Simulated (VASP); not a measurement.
# Ge (Fd-3m) in VASP: density of states with LDA

Aim: the density of states of Ge with LDA.

Program: VASP 6.6.1. These are calculated values, not measurements. Logs are shortened: lines on timing, memory, paths and dates and some standing lists are left out, and cuts for length are marked.

## Step 1: The cell of the first run

The structure is cubic, space group Fd-3m (No. 227). Conventional cell: a = 5.622 Å, b = 5.622 Å, c = 5.622 Å, α = 90.00°, β = 90.00°, γ = 90.00°. Within 3.2 Å of Ge (site symmetry -43m) lie 4 Ge at 2.43 Å.

## Step 2: Density of states, LDA

Input file POSCAR:

```
Ge
1.0
    0.0000000000      2.8107737115      2.8107737115
    2.8107737115      0.0000000000      2.8107737115
    2.8107737115      2.8107737115      0.0000000000
Ge
2
Direct
    0.0000000000      0.0000000000      0.0000000000
    0.2500000000      0.2500000000      0.2500000000
```

Input file INCAR.step1:

```
  PREC = Accurate
  ENCUT = 410
  EDIFF = 1E-6
  ISMEAR = 0
  SIGMA = 0.1
  LREAL = F
  LASPH = T
  NELM = 120
  ALGO = Normal
  ISIF = 2
  LWAVE = F
  LCHARG = T
  GGA = CA
  NBANDS = 21
  GGA_COMPAT = F
  NEDOS = 2001
  LORBIT = 11
```

Input file KPOINTS.step1:

```
regular mesh
0
Gamma
  14 14 14
```

Input file INCAR.step2:

```
  PREC = Accurate
  ENCUT = 410
  EDIFF = 1E-6
  ISMEAR = -5
  SIGMA = 0.1
  LREAL = F
  LASPH = T
  NELM = 120
  ALGO = Normal
  ISIF = 2
  LWAVE = F
  LCHARG = F
  GGA = CA
  LORBIT = 11
  NBANDS = 21
  NEDOS = 1001
  ICHARG = 11
  GGA_COMPAT = F
```

Input file KPOINTS.step2:

```
regular mesh
0
Gamma
  21 21 21
```

Potentials or basis: VASP PAW LDA potentials, release 64 (Ge_d).

Launch:

```
$ cat potpaw_LDA.64/Ge_d/POTCAR > POTCAR
$ cp INCAR.step1 INCAR
$ cp KPOINTS.step1 KPOINTS
$ mpirun -np 1 vasp_std > vasp.out
$ cp INCAR.step2 INCAR
$ cp KPOINTS.step2 KPOINTS
$ mpirun -np 1 vasp_std > vasp.out
```

OUTCAR:

```text
PREC = Accurate
   ENCUT = 410
   EDIFF = 1E-6
   ISMEAR = -5
   LREAL = F
   LASPH = T
   NELM = 120
   ISIF = 2
   GGA = CA
   LORBIT = 11
   ICHARG = 11

 ion  position               nearest neighbor table
   1  0.000  0.000  0.000-   2 2.43   2 2.43   2 2.43   2 2.43
   2  0.250  0.250  0.250-   1 2.43   1 2.43   1 2.43   1 2.43

  LATTYP: Found a face centered cubic cell.
 ALAT       =     5.6215474230

  Lattice vectors:

 A1 = (   0.0000000000,   2.8107737115,   2.8107737115)
 A2 = (   2.8107737115,   0.0000000000,   2.8107737115)
 A3 = (   2.8107737115,   2.8107737115,   0.0000000000)

Analysis of symmetry for initial positions (statically):
=====================================================================
 Subroutine PRICEL returns:
 Original cell was already a primitive cell.

 Routine SETGRP: Setting up the symmetry group for a
 face centered cubic supercell.

 Subroutine GETGRP returns: Found 48 space group operations
 (whereof 24 operations were pure point group operations)
 out of a pool of 48 trial point group operations.

The static configuration has the point symmetry T_d .
 The point group associated with its full space group is O_h .

Analysis of symmetry for dynamics (positions and initial velocities):
=====================================================================
 Subroutine PRICEL returns:
 Original cell was already a primitive cell.

 Routine SETGRP: Setting up the symmetry group for a
 face centered cubic supercell.

 Subroutine GETGRP returns: Found 48 space group operations
 (whereof 24 operations were pure point group operations)
 out of a pool of 48 trial point group operations.

The dynamic configuration has the point symmetry T_d .
 The point group associated with its full space group is O_h .

 Subroutine INISYM returns: Found 48 space group operations
 (whereof 24 operations are pure point group operations),
 and found     1 'primitive' translations

----------------------------------------------------------------------------------------

                                     Primitive cell

  volume of cell :      44.4127

  direct lattice vectors                    reciprocal lattice vectors
     0.000000000  2.810773711  2.810773711    -0.177886963  0.177886963  0.177886963
     2.810773711  0.000000000  2.810773711     0.177886963 -0.177886963  0.177886963
     2.810773711  2.810773711  0.000000000     0.177886963  0.177886963 -0.177886963

  length of vectors
     3.975034304  3.975034304  3.975034304     0.308109258  0.308109258  0.308109258

  position of ions in fractional coordinates (direct lattice)
     0.000000000  0.000000000  0.000000000
     0.250000000  0.250000000  0.250000000

  ion indices of the primitive-cell ions
   primitive index   ion index
                 1           1
                 2           2

----------------------------------------------------------------------------------------

 KPOINTS: regular mesh

Automatic generation of k-mesh.
 Grid dimensions read from file:
 generate k-points for:   21   21   21

 Generating k-lattice:

  Cartesian coordinates                     Fractional coordinates (reciprocal lattice)
    -0.008470808  0.008470808  0.008470808     0.047619048  0.000000000  0.000000000
     0.008470808 -0.008470808  0.008470808     0.000000000  0.047619048  0.000000000
     0.008470808  0.008470808 -0.008470808     0.000000000  0.000000000  0.047619048

  Length of vectors
     0.014671869  0.014671869  0.014671869

  Shift w.r.t. Gamma in fractional coordinates (k-lattice)
     0.000000000  0.000000000  0.000000000

 TETIRR: Found   1276 inequivalent tetrahedra from    55566

 Subroutine IBZKPT returns following result:
 ===========================================

 Found    286 irreducible k-points:

 Following reciprocal coordinates:
            Coordinates               Weight
  0.000000  0.000000  0.000000      1.000000
  0.047619  0.000000  0.000000      8.000000
  0.095238  0.000000  0.000000      8.000000
  0.142857  0.000000  0.000000      8.000000
  0.190476  0.000000  0.000000      8.000000
  0.238095  0.000000  0.000000      8.000000
[... 16 lines left out ...]
 -0.428571  0.047619  0.000000     24.000000
 -0.380952  0.047619  0.000000     24.000000
 [... further k-points ...]
   k-points           NKPTS =    286   k-points in BZ     NKDIM =    286   number of bands    NBANDS=     21
   number of dos      NEDOS =   1001   number of ions     NIONS =      2
   total plane-waves  NPLWV =  21952
   dimension x,y,z NGX =    28 NGY =   28 NGZ =   28
   dimension x,y,z NGXF=    56 NGYF=   56 NGZF=   56
   ions per type =               2
   NGX,Y,Z   is equivalent  to a cutoff of  11.71, 11.71, 11.71 a.u.
   NGXF,Y,Z  is equivalent  to a cutoff of  23.42, 23.42, 23.42 a.u.
 SYSTEM =  unknown system
   PREC   = accura    normal or accurate (medium, high low for compatibility)
   ISTART =      0    job   : 0-new  1-cont  2-samecut
   ICHARG =     11    charge: 1-file 2-atom 10-const
   ISPIN  =      1    spin polarized calculation?
   LNONCOLLINEAR =      F non collinear calculations
   LSORBIT =      F    spin-orbit coupling
   LASPH  =      T    aspherical Exc in radial PAW
   ENCUT  =  410.0 eV  30.13 Ry    5.49 a.u.   6.56  6.56  6.56*2*pi/ulx,y,z
   NELM   =    120;   NELMIN=  2; NELMDL=  0     # of ELM steps
   EDIFF  = 0.1E-05   stopping-criterion for ELM
   LREAL  =      F    real-space projection
   EDIFFG = 0.1E-04   stopping-criterion for IOM
   NSW    =      0    number of steps for IOM
   IBRION =     -1    ionic relax: 0-MD 1-quasi-New 2-CG
   NFREE  =      0    steps in history (QN), initial steepest desc. (CG)
   ISIF   =      2    stress and relaxation
   ISYM   =      2    0-nonsym 1-usesym 2-fastsym
   POTIM  = 0.5000    time-step for ionic-motion
   TEBEG  =    0.0;   TEEND  =   0.0 temperature during run
   PSTRESS=    0.0 pullay stress
   NELECT =      28.0000    total number of electrons
   NUPDOWN=      -1.0000    fix difference up-down
   EMIN   =  10.00;   EMAX   =-10.00  energy-range for DOS
   EFERMI =   0.00;   METHOD = LEGACY
   ISMEAR =    -5;   SIGMA  =   0.10  broadening in eV -4-tet -1-fermi 0-gaus
   EFERMI_NEDOS =   21; number of points for ismear=-14 and -15
   IALGO  =     38    algorithm
   IMIX   =      4    mixing-type and parameters
     AMIX     =   0.40;   BMIX     =  1.00
     AMIX_MAG =   1.60;   BMIX_MAG =  1.00
  volume/ion in A,a.u.               =      22.21       149.86
  Fermi-wavevector in a.u.,A,eV,Ry     =   1.403756  2.652714 26.810701  1.970531
  Thomas-Fermi vector in A             =   2.526386
   LORBIT       =     11    0 simple, 1 ext, 2 COOP (PROOUT), +10 PAW based schemes
   GGA     = CA    functional components
   LHFCALC =     F    Hartree Fock is set to
   AEXX    =    0.0000 exact exchange contribution
   IVDW    =     0    specifies the selected vdW correction
   LEPSILON=     F    determine dielectric tensor
   LRPA    =     F    only Hartree local field effects (RPA)
 non-spin polarized calculation
 Fermi weights with tetrahedron method with Bloechl corrections
  energy-cutoff  :      410.00
  volume of cell :       44.41
 maximum number of plane-waves:       871

 number of electron      28.0000006 magnetization

 Free energy of the ion-electron system (eV)
  ---------------------------------------------------
  ext. energy  EPLUGINS =         0.00000000
  ---------------------------------------------------
  free energy    TOTEN  =       -10.39410950 eV

  energy without entropy =      -10.39410950  energy(sigma->0) =      -10.39410950

 E-fermi :   4.9207     XC(G=0): -10.3798

 val. band max:        4.9099439351   @ k =   0.0000   0.0000   0.0000
 cond. band min:       4.9448659558   @ k =   0.0000   0.0000   0.0000
 fundamental gap:      0.0349220206
 Fermi energy:         4.9207340421

 k-point     1 :       0.0000    0.0000    0.0000
  band No.  band energies     occupation
      1     -20.0514      2.00000
      2     -20.0514      2.00000
      3     -20.0514      2.00000
      4     -20.0129      2.00000
      5     -20.0129      2.00000
      6     -19.7930      2.00000
[... 13 lines left out ...]
     20      14.5158      0.00000
     21      14.5158      0.00000

 k-point     2 :       0.0476    0.0000    0.0000
  band No.  band energies     occupation
      1     -20.0531      2.00000
      2     -20.0531      2.00000
      3     -20.0510      2.00000
      4     -20.0107      2.00000
      5     -20.0107      2.00000
      6     -19.7955      2.00000
[... 13 lines left out ...]
     20      14.2279      0.00000
     21      14.2279      0.00000

 k-point     3 :       0.0952    0.0000    0.0000
  band No.  band energies     occupation
      1     -20.0570      2.00000
      2     -20.0570      2.00000
      3     -20.0501      2.00000
      4     -20.0051      2.00000
      5     -20.0051      2.00000
      6     -19.8008      2.00000
[... 13 lines left out ...]
     20      13.7800      0.00000
     21      13.7800      0.00000

 k-point     4 :       0.1429    0.0000    0.0000
  band No.  band energies     occupation
      1     -20.0617      2.00000
      2     -20.0617      2.00000
      3     -20.0480      2.00000
      4     -19.9980      2.00000
      5     -19.9980      2.00000
      6     -19.8067      2.00000
[... 13 lines left out ...]
     20      13.4228      0.00000
     21      13.4228      0.00000

 k-point     5 :       0.1905    0.0000    0.0000
  band No.  band energies     occupation
      1     -20.0659      2.00000
      2     -20.0659      2.00000
      3     -20.0457      2.00000
      4     -19.9907      2.00000
      5     -19.9907      2.00000
      6     -19.8122      2.00000
[... 13 lines left out ...]
     20      13.2284      0.00000
     21      13.2284      0.00000
[... 382 lines left out ...]
     20      15.7837      0.00000
     21      16.1724      0.00000

 k-point    22 :      -0.4762    0.0476    0.0000
  band No.  band energies     occupation
      1     -20.0795      2.00000
      2     -20.0777      2.00000
      3     -20.0300      2.00000
      4     -19.9677      2.00000
      5     -19.9667      2.00000
      6     -19.8289      2.00000
[... 13 lines left out ...]
     20      15.5222      0.00000
     21      15.9114      0.00000

 k-point    23 :      -0.4286    0.0476    0.0000
  band No.  band energies     occupation
      1     -20.0786      2.00000
      2     -20.0780      2.00000
      3     -20.0306      2.00000
      4     -19.9695      2.00000
      5     -19.9660      2.00000
      6     -19.8304      2.00000
[... 13 lines left out ...]
     20      15.1101      0.00000
     21      16.0991      0.00000

 k-point    24 :      -0.3810    0.0476    0.0000
  band No.  band energies     occupation
      1     -20.0778      2.00000
      2     -20.0773      2.00000
      3     -20.0322      2.00000
      4     -19.9719      2.00000
      5     -19.9664      2.00000
      6     -19.8312      2.00000
[... 13 lines left out ...]
     20      14.3267      0.00000
     21      15.5523      0.00000

 [... further k-points ...]
[... 5 lines left out ...]
  --------------------------------------------------------------------------------------
  -------------------------------------------------------------------------------------
  Total       -0.0753476     -0.0753476     -0.0753476      0.0000000      0.0000000     -0.0000000
  in kB       -2.7181438     -2.7181438     -2.7181438      0.0000000      0.0000000     -0.0000000
  external PRESSURE =      -2.7181438 kB  Pullay stress =       0.0000000 kB

 VOLUME and BASIS-vectors are now :
 -----------------------------------------------------------------------------
  energy-cutoff  :      410.00
  volume of cell :       44.41
      direct lattice vectors                 reciprocal lattice vectors
     0.000000000  2.810773711  2.810773711    -0.177886963  0.177886963  0.177886963
     2.810773711  0.000000000  2.810773711     0.177886963 -0.177886963  0.177886963
     2.810773711  2.810773711  0.000000000     0.177886963  0.177886963 -0.177886963

 POSITION                                       TOTAL-FORCE (eV/Angst)
 -----------------------------------------------------------------------------------
      0.00000      0.00000      0.00000         0.000000      0.000000     -0.000000
      1.40539      1.40539      1.40539         0.000000     -0.000000      0.000000
 -----------------------------------------------------------------------------------
    total drift:                                0.000000      0.000000     -0.000000

  FREE ENERGIE OF THE ION-ELECTRON SYSTEM (eV)
  ---------------------------------------------------
  free  energy   TOTEN  =       -10.3941094959 eV

  energy  without entropy=      -10.3941094959  energy(sigma->0) =      -10.39410950

 total charge

# of ion       s       p       d       tot
------------------------------------------
    1        1.139   1.284  10.026  12.449
    2        1.139   1.284  10.026  12.449
--------------------------------------------------
tot          2.279   2.568  20.051  24.898
```

It took 2 min on 1 thread of Intel Xeon Platinum 8375C at 2.90GHz (Ice Lake), shared host; peak memory 0.25 GiB.

Results:

- Valence electrons inside the program's atomic spheres: Ge 12.45
